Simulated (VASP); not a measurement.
**Be: single point with LDA**

Be:

```
CELL_PARAMETERS angstrom
-1.47998 1.21342 1.08282
1.21342 -1.47998 1.08282
2.67855 2.67855 -1.57102
ATOMIC_POSITIONS crystal
Be 0.95839 0.04161 0.00000
Be 0.79161 0.20839 0.50000
```

```json
{
  "Program": "VASP 6.6.1",
  "Task": "single point",
  "Functional": "LDA",
  "Potentials or basis": "VASP PAW LDA potentials, release 64 (Be)",
  "Cutoff": "520 eV",
  "k mesh": "30 × 30 × 15",
  "Occupations": "fermi-dirac, width 0.1 eV",
  "Spin": "no spin polarisation",
  "Dipole correction": "no",
  "Further INCAR settings": "ALGO = Normal; EDIFF = 1e-07; NBANDS = 9"
}
```

| Item | Value |
| --- | --- |
| Pressure | 6.3 GPa |
| Band gap on the k mesh | zero (bands 2 and 3 overlap by 2.25 eV) |

Stress tensor (GPa, compression positive):
```
6.45 0.67 0.12
0.67 6.45 0.12
0.12 0.12 5.87
```

Levels at points of the mesh, in eV from the Fermi level:
```csv
k point,band 1,band 2,band 3,band 4,band 5
"(0.00, 0.00, 0.00)",-11.64,-4.74,1.57,16.87,16.88
"(0.50, 0.00, 0.00)",-3.87,-3.86,1.98,1.99,12.67
"(0.50, 0.50, 0.00)",-5.29,-3.14,3.81,6.84,7.39
```

Wall time 6.8 min on 1 thread of Oxide Virtual Turin-like Processor (shared host), peak memory 0.42 GiB.

Caveat: the cell stands under pressure.
